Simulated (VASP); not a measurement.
# CsEu (P-6m2) in VASP: a series of runs, part 2 of 3

VASP 6.6.1. Earlier steps stand in the parts before.

## 3. Single point, PBE, collinear spin, ferromagnetic start

This run uses another cell than the first one, of 63.93 Å³/atom.

File INCAR:

```
PREC = Accurate ; ENCUT = 520
EDIFF = 1E-6 ; ISMEAR = -1
SIGMA = 0.1 ; LREAL = False
LASPH = True ; NELM = 150
ALGO = Normal ; ISIF = 2
LWAVE = False ; LCHARG = False
ISPIN = 2 ; MAGMOM = 0 9.1
LORBIT = 11 ; LMAXMIX = 6
GGA = PE ; NBANDS = 24
```

File KPOINTS:

```
regular mesh
0
Gamma
  8 8 4
```

File POSCAR:

```
CsEu
1.0
    4.3498968239      0.0000000000      0.0000000000
   -2.1749484120      3.7671210236      0.0000000000
    0.0000000000      0.0000000000      7.8031902355
Cs Eu
1 1
Direct
    0.0000000000      0.0000000000      0.5000000000
    0.6666666667      0.3333333333      0.0000000000
```

Potentials or basis: VASP PAW PBE potentials, release 64 (Cs_sv, Eu).

Started as:

```
$ cat potpaw_PBE.64/Cs_sv/POTCAR potpaw_PBE.64/Eu/POTCAR > POTCAR
$ mpirun -np 1 vasp_std > vasp.out
```

OUTCAR:

```text
PREC = Accurate
   ENCUT = 520
   EDIFF = 1E-6
   ISMEAR = -1
   LREAL = False
   LASPH = True
   NELM = 150
   ISIF = 2
   ISPIN = 2
   LORBIT = 11
   GGA = PE

 ion  position               nearest neighbor table
   1  0.000  0.000  0.500-
   2  0.667  0.333  0.000-

  LATTYP: Found a hexagonal cell.
 ALAT       =     4.3498968239
 C/A-ratio  =     1.7938793841

  Lattice vectors:
[... 1510 lines left out ...]
  in kB        0.5619072      0.5619071      1.9311412     -0.0000000      0.0000000      0.0000000
  external PRESSURE =       1.0183185 kB  Pullay stress =       0.0000000 kB

 VOLUME and BASIS-vectors are now :
 -----------------------------------------------------------------------------
  energy-cutoff  :      520.00
  volume of cell :      127.87
      direct lattice vectors                 reciprocal lattice vectors
     4.349896824  0.000000000  0.000000000     0.229890510  0.132727353  0.000000000
    -2.174948412  3.767121024  0.000000000     0.000000000  0.265454705  0.000000000
     0.000000000  0.000000000  7.803190235     0.000000000  0.000000000  0.128152713

 POSITION                                       TOTAL-FORCE (eV/Angst)
 -----------------------------------------------------------------------------------
      0.00000      0.00000      3.90160        -0.000000     -0.000000      0.000000
      2.17495      1.25571      0.00000         0.000000      0.000000      0.000000
 -----------------------------------------------------------------------------------
    total drift:                               -0.000000      0.000000     -0.000000

  FREE ENERGIE OF THE ION-ELECTRON SYSTEM (eV)
  ---------------------------------------------------
  free  energy   TOTEN  =       -11.7357754782 eV

  energy  without entropy=      -11.6276767643  energy(sigma->0) =      -11.68172612

 total charge

# of ion       s       p       d       f       tot
--------------------------------------------------
    1        1.859   4.655   0.043   0.000   6.557
    2        2.082   5.725   0.172   6.743  14.723
--------------------------------------------------
tot          3.941  10.380   0.215   6.743  21.279

 magnetization (x)

# of ion       s       p       d       f       tot
--------------------------------------------------
    1        0.005   0.007   0.013   0.000   0.026
    2       -0.002  -0.101   0.114   6.743   6.753
--------------------------------------------------
tot          0.003  -0.093   0.127   6.743   6.779
```

OSZICAR:

```text
N       E                     dE             d eps       ncg     rms          rms(c)
DAV:   1     0.218826704268E+03    0.21883E+03   -0.93442E+03  3568   0.319E+03
DAV:   2     0.352798587855E+02   -0.18355E+03   -0.16428E+03  4232   0.371E+02
[... 14 lines left out ...]
DAV:  17    -0.117357353435E+02    0.28035E-03   -0.16949E-03  4568   0.509E-01    0.201E-01
DAV:  18    -0.117357576101E+02   -0.22267E-04   -0.25216E-04  5448   0.193E-01    0.156E-01
DAV:  19    -0.117357654217E+02   -0.78116E-05   -0.26302E-05  4952   0.558E-02    0.101E-01
DAV:  20    -0.117357728325E+02   -0.74108E-05   -0.19209E-05  4768   0.612E-02    0.888E-02
DAV:  21    -0.117357754658E+02   -0.26333E-05   -0.19210E-05  4112   0.568E-02    0.440E-02
DAV:  22    -0.117357754782E+02   -0.12459E-07   -0.39124E-06  3912   0.236E-02
   1 F= -.11735775E+02 E0= -.11681726E+02  d E =-.108099E+00  mag=     7.6926
```

stdout:

```text
POSCAR found type information on POSCAR CsEu
 POSCAR found :  2 types and       2 ions
 scaLAPACK will be used
 LDA part: xc-table for (Slater+PW92), standard interpolation
 POSCAR, INCAR and KPOINTS ok, starting setup
 FFT: planning ... GRIDC
 FFT: planning ... GRID_SOFT
 FFT: planning ... GRID
 WAVECAR not read
 entering main loop
```

It took 2.8 min on 1 thread of AMD EPYC 9R45 (Zen 5), shared host; peak memory 0.36 GiB.

What came out:

| Quantity | Value |
| --- | --- |
| Free energy | -11.7358 eV |
| Pressure | 0.1 GPa |
| Net moment | 7.69 μB per cell |
| Site moments | Cs +0.03; Eu +6.75 μB |
| Valence electrons inside the program's atomic spheres | Cs 6.56; Eu 14.72 |

Stress tensor (GPa, compression positive):
```
0.06 0.00 0.00
0.00 0.06 0.00
0.00 0.00 0.19
```

Levels at points of the mesh, in eV from the Fermi level:
Spin up:
| k point | band 14 | band 15 | band 16 | band 17 | band 18 | band 19 | band 20 | band 21 |
| --- | --- | --- | --- | --- | --- | --- | --- | --- |
| (0.00, 0.00, 0.00) | -0.55 | -0.53 | -0.53 | -0.49 | 0.43 | 1.61 | 1.61 | 1.62 |
| (0.50, 0.00, 0.00) | -0.53 | -0.53 | -0.51 | -0.18 | -0.12 | 0.51 | 1.20 | 1.81 |
| (0.00, 0.00, 0.50) | -0.55 | -0.53 | -0.53 | -0.49 | 0.78 | 1.26 | 1.59 | 1.59 |
| (0.50, 0.00, 0.50) | -0.53 | -0.52 | -0.51 | -0.38 | 0.23 | 0.79 | 0.91 | 2.06 |
Spin down:
```tsv
k point	band 5	band 6	band 7	band 8	band 9	band 10	band 11	band 12	band 13	band 14
(0.00, 0.00, 0.00)	-18.43	-10.30	-10.00	-10.00	-2.66	-0.41	1.03	2.10	2.53	2.53
(0.50, 0.00, 0.00)	-18.47	-10.80	-10.18	-10.16	-0.32	0.28	0.48	0.99	1.72	2.31
(0.00, 0.00, 0.50)	-18.43	-10.31	-10.00	-10.00	-2.15	-1.16	1.45	1.49	2.50	2.50
(0.50, 0.00, 0.50)	-18.47	-10.80	-10.18	-10.16	-0.47	0.13	0.83	1.21	1.47	2.40
```

Caveat: spin-orbit coupling is left out, which moves the levels of the heavy elements; semilocal functionals describe open f shells poorly, which spoils levels, moments and volumes.

## 4. Single point, PBE, collinear spin, ferromagnetic start

This run uses another cell than the first one, of 65.66 Å³/atom.

File INCAR:

```
SYSTEM = CsEu
PREC     = Accurate       ! precision mode
ENCUT    = 520            ! plane-wave cutoff, eV
EDIFF    = 1E-7           ! SCF threshold, eV
ISMEAR   = -1             ! smearing method
SIGMA    = 0.1            ! smearing width, eV
LREAL    = .FALSE.        ! projectors in reciprocal space
LASPH    = .TRUE.         ! aspherical terms in the spheres
NELM     = 150            ! most SCF steps
ALGO     = Normal         ! electronic algorithm
ISIF     = 2              ! what is computed and relaxed
LWAVE    = .FALSE.        ! write WAVECAR
LCHARG   = .FALSE.        ! write CHGCAR
ISPIN    = 2              ! spin polarisation
MAGMOM   = 0 9.1          ! initial moments
LORBIT   = 11             ! projections on sites
LMAXMIX  = 6              ! l up to which the mixer works
GGA      = PE             ! functional
NBANDS   = 24             ! bands
```

File KPOINTS:

```
Automatic mesh
0
G
  8 8 4
  0 0 0
```

File POSCAR:

```
CsEu
1.0
    4.3887372436      0.0000000000      0.0000000000
   -2.1943686218      3.8007578126      0.0000000000
    0.0000000000      0.0000000000      7.8728652635
Cs Eu
1 1
Direct
    0.0000000000      0.0000000000      0.5000000000
    0.6666666667      0.3333333333      0.0000000000
```

Potentials or basis: VASP PAW PBE potentials, release 64 (Cs_sv, Eu).

Started as:

```
$ cat potpaw_PBE.64/Cs_sv/POTCAR potpaw_PBE.64/Eu/POTCAR > POTCAR
$ mpirun -np 1 vasp_std > vasp.out
```

OUTCAR:

```text
SYSTEM = CsEu
   PREC = Accurate
   ENCUT = 520
   EDIFF = 1E-7
   ISMEAR = -1
   LREAL = .FALSE.
   LASPH = .TRUE.
   NELM = 150
   ISIF = 2
   ISPIN = 2
   LORBIT = 11
   GGA = PE

 ion  position               nearest neighbor table
   1  0.000  0.000  0.500-
   2  0.667  0.333  0.000-

  LATTYP: Found a hexagonal cell.
 ALAT       =     4.3887372436
 C/A-ratio  =     1.7938793841

  Lattice vectors:

 A1 = (   4.3887372436,   0.0000000000,   0.0000000000)
 A2 = (  -2.1943686218,   3.8007578126,   0.0000000000)
 A3 = (   0.0000000000,   0.0000000000,   7.8728652635)

Analysis of symmetry for initial positions (statically):
=====================================================================
 Subroutine PRICEL returns:
 Original cell was already a primitive cell.

 Routine SETGRP: Setting up the symmetry group for a
 hexagonal supercell.

 Subroutine GETGRP returns: Found 12 space group operations
 (whereof 12 operations were pure point group operations)
 out of a pool of 24 trial point group operations.

The static configuration has the point symmetry D_3h.

Analysis of symmetry for dynamics (positions and initial velocities):
=====================================================================
 Subroutine PRICEL returns:
 Original cell was already a primitive cell.

 Routine SETGRP: Setting up the symmetry group for a
 hexagonal supercell.

 Subroutine GETGRP returns: Found 12 space group operations
 (whereof 12 operations were pure point group operations)
 out of a pool of 24 trial point group operations.

The dynamic configuration has the point symmetry D_3h.

Analysis of structural, dynamic, and magnetic symmetry:
=====================================================================
 Subroutine PRICEL returns:
 Original cell was already a primitive cell.

 Routine SETGRP: Setting up the symmetry group for a
 hexagonal supercell.

 Subroutine GETGRP returns: Found 12 space group operations
 (whereof 12 operations were pure point group operations)
 out of a pool of 24 trial point group operations.

The overall configuration has the point symmetry D_3h.

 Subroutine INISYM returns: Found 12 space group operations
 (whereof 12 operations are pure point group operations),
 and found     1 'primitive' translations

----------------------------------------------------------------------------------------

                                     Primitive cell

  volume of cell :     131.3235

  direct lattice vectors                    reciprocal lattice vectors
     4.388737244  0.000000000  0.000000000     0.227855974  0.131552713  0.000000000
    -2.194368622  3.800757813  0.000000000     0.000000000  0.263105425  0.000000000
     0.000000000  0.000000000  7.872865263     0.000000000  0.000000000  0.127018559

  length of vectors
     4.388737244  4.388737130  7.872865263     0.263105418  0.263105425  0.127018559

  position of ions in fractional coordinates (direct lattice)
     0.000000000  0.000000000  0.500000000
     0.666666667  0.333333333  0.000000000

[... 65 lines left out ...]
   NGXF,Y,Z  is equivalent  to a cutoff of  27.27, 27.27, 25.34 a.u.
 SYSTEM =  CsEu
   PREC   = accura    normal or accurate (medium, high low for compatibility)
   ISTART =      0    job   : 0-new  1-cont  2-samecut
   ICHARG =      2    charge: 1-file 2-atom 10-const
   ISPIN  =      2    spin polarized calculation?
   LNONCOLLINEAR =      F non collinear calculations
   LSORBIT =      F    spin-orbit coupling
   LASPH  =      T    aspherical Exc in radial PAW
   ENCUT  =  520.0 eV  38.22 Ry    6.18 a.u.   8.16  8.16 14.64*2*pi/ulx,y,z
   NELM   =    150;   NELMIN=  2; NELMDL= -5     # of ELM steps
   EDIFF  = 0.1E-06   stopping-criterion for ELM
   LREAL  =      F    real-space projection
   EDIFFG = 0.1E-05   stopping-criterion for IOM
   NSW    =      0    number of steps for IOM
   IBRION =     -1    ionic relax: 0-MD 1-quasi-New 2-CG
   NFREE  =      0    steps in history (QN), initial steepest desc. (CG)
   ISIF   =      2    stress and relaxation
   ISYM   =      2    0-nonsym 1-usesym 2-fastsym
   POTIM  = 0.5000    time-step for ionic-motion
   TEBEG  =    0.0;   TEEND  =   0.0 temperature during run
   PSTRESS=    0.0 pullay stress
   NELECT =      26.0000    total number of electrons
   NUPDOWN=      -1.0000    fix difference up-down
   EMIN   =  10.00;   EMAX   =-10.00  energy-range for DOS
   EFERMI =   0.00;   METHOD = LEGACY
   ISMEAR =    -1;   SIGMA  =   0.10  broadening in eV -4-tet -1-fermi 0-gaus
   EFERMI_NEDOS =   21; number of points for ismear=-14 and -15
   IALGO  =     38    algorithm
   IMIX   =      4    mixing-type and parameters
     AMIX     =   0.40;   BMIX     =  1.00
     AMIX_MAG =   1.60;   BMIX_MAG =  1.00
  volume/ion in A,a.u.               =      65.66       443.11
  Fermi-wavevector in a.u.,A,eV,Ry     =   0.954154  1.803089 12.386875  0.910410
  Thomas-Fermi vector in A             =   2.082874
   LORBIT       =     11    0 simple, 1 ext, 2 COOP (PROOUT), +10 PAW based schemes
   GGA     = PE    functional components
   LHFCALC =     F    Hartree Fock is set to
   AEXX    =    0.0000 exact exchange contribution
   IVDW    =     0    specifies the selected vdW correction
   LEPSILON=     F    determine dielectric tensor
   LRPA    =     F    only Hartree local field effects (RPA)
 spin polarized calculation
  energy-cutoff  :      520.00
  volume of cell :      131.32
 maximum number of plane-waves:      3563
 NGX is ok and might be reduce to    36
   NGX = 17   NGY = 17   NGZ = 29

 number of electron      25.9999995 magnetization       7.6647622

 Free energy of the ion-electron system (eV)
  ---------------------------------------------------
  ext. energy  EPLUGINS =         0.00000000
  ---------------------------------------------------
  free energy    TOTEN  =       -11.73737116 eV

  energy without entropy =      -11.62981466  energy(sigma->0) =      -11.68359291

 E-fermi :   1.4220     XC(G=0):  -7.1142

 val. band max:        1.4120021088   @ k =   0.3750   0.1250   0.0000
 cond. band min:       1.4240311603   @ k =   0.3750   0.2500   0.0000
 fundamental gap:      0.0120290514
 Fermi energy:         1.4219646663

 spin component 1

 k-point     1 :       0.0000    0.0000    0.0000
  band No.  band energies     occupation
      1     -40.6488      1.00000
      2     -22.1086      1.00000
      3     -19.5041      1.00000
      4     -19.3903      1.00000
      5     -19.3903      1.00000
      6      -8.9175      1.00000
[... 637 lines left out ...]
     23       4.4567      0.00000
     24       4.9207      0.00000

 [... further k-points ...]

 spin component 2

 k-point     1 :       0.0000    0.0000    0.0000
  band No.  band energies     occupation
      1     -37.4620      1.00000
      2     -22.0884      1.00000
      3     -17.1710      1.00000
      4     -17.0439      1.00000
      5     -17.0439      1.00000
      6      -8.8773      1.00000
[... 637 lines left out ...]
     23       5.9196      0.00000
     24       5.9306      0.00000

 [... further k-points ...]

------------------------ aborting loop because EDIFF is reached ----------------------------------------

  FORCE on cell =-STRESS in cart. coord.  units (eV):
  Direction    XX          YY          ZZ          XY          YZ          ZX
  --------------------------------------------------------------------------------------
  -------------------------------------------------------------------------------------
  Total       -0.0559086     -0.0559086      0.0427572      0.0000000     -0.0000000      0.0000000
  in kB       -0.6820975     -0.6820975      0.5216480      0.0000000     -0.0000000      0.0000000
  external PRESSURE =      -0.2808490 kB  Pullay stress =       0.0000000 kB

 VOLUME and BASIS-vectors are now :
 -----------------------------------------------------------------------------
  energy-cutoff  :      520.00
  volume of cell :      131.32
      direct lattice vectors                 reciprocal lattice vectors
     4.388737244  0.000000000  0.000000000     0.227855974  0.131552713  0.000000000
    -2.194368622  3.800757813  0.000000000     0.000000000  0.263105425  0.000000000
     0.000000000  0.000000000  7.872865263     0.000000000  0.000000000  0.127018559

 POSITION                                       TOTAL-FORCE (eV/Angst)
 -----------------------------------------------------------------------------------
      0.00000      0.00000      3.93643         0.000000     -0.000000      0.000000
      2.19437      1.26692      0.00000        -0.000000      0.000000      0.000000
 -----------------------------------------------------------------------------------
    total drift:                               -0.000000      0.000000      0.000000

  FREE ENERGIE OF THE ION-ELECTRON SYSTEM (eV)
  ---------------------------------------------------
  free  energy   TOTEN  =       -11.7373711572 eV

  energy  without entropy=      -11.6298146625  energy(sigma->0) =      -11.68359291

 total charge

# of ion       s       p       d       f       tot
--------------------------------------------------
    1        1.859   4.657   0.040   0.000   6.556
    2        2.082   5.726   0.164   6.750  14.722
--------------------------------------------------
tot          3.941  10.383   0.204   6.750  21.278

 magnetization (x)

# of ion       s       p       d       f       tot
--------------------------------------------------
    1        0.004   0.007   0.012   0.000   0.023
    2       -0.002  -0.102   0.108   6.749   6.753
--------------------------------------------------
tot          0.002  -0.095   0.120   6.749   6.776
```

It took 3.7 min on 1 thread of AMD EPYC 9R45 (Zen 5), shared host; peak memory 0.4 GiB.

What came out:

- Free energy: -11.7374 eV
- Pressure: 0.0 GPa
- Net moment: 7.66 μB per cell
- Site moments: Cs +0.02; Eu +6.75 μB
- Valence electrons inside the program's atomic spheres: Cs 6.56; Eu 14.72

Levels at points of the mesh, in eV from the Fermi level:
Spin up:
| k point | band 13 | band 14 | band 15 | band 16 | band 17 | band 18 | band 19 | band 20 | band 21 | band 22 |
| --- | --- | --- | --- | --- | --- | --- | --- | --- | --- | --- |
| (0.00, 0.00, 0.00) | -0.55 | -0.55 | -0.53 | -0.53 | -0.50 | 0.39 | 1.59 | 1.59 | 1.60 | 2.58 |
| (0.50, 0.00, 0.00) | -0.54 | -0.54 | -0.53 | -0.52 | -0.17 | -0.09 | 0.51 | 1.20 | 1.79 | 1.90 |
| (0.00, 0.00, 0.50) | -0.55 | -0.55 | -0.53 | -0.53 | -0.50 | 0.77 | 1.26 | 1.56 | 1.56 | 2.42 |
| (0.50, 0.00, 0.50) | -0.54 | -0.54 | -0.52 | -0.52 | -0.35 | 0.22 | 0.78 | 0.92 | 2.01 | 2.15 |
Spin down:
```
           k point  band 7  band 8  band 9  band 10  band 11  band 12
(0.00, 0.00, 0.00)  -10.03  -10.03   -2.64    -0.42     0.97     2.08
(0.50, 0.00, 0.00)  -10.20  -10.17   -0.33     0.28     0.49     0.96
(0.00, 0.00, 0.50)  -10.03  -10.03   -2.15    -1.18     1.43     1.48
(0.50, 0.00, 0.50)  -10.20  -10.17   -0.47     0.14     0.81     1.21
```

Caveat: spin-orbit coupling is left out, which moves the levels of the heavy elements; semilocal functionals describe open f shells poorly, which spoils levels, moments and volumes.

(Part 2 of 3 ends here.)
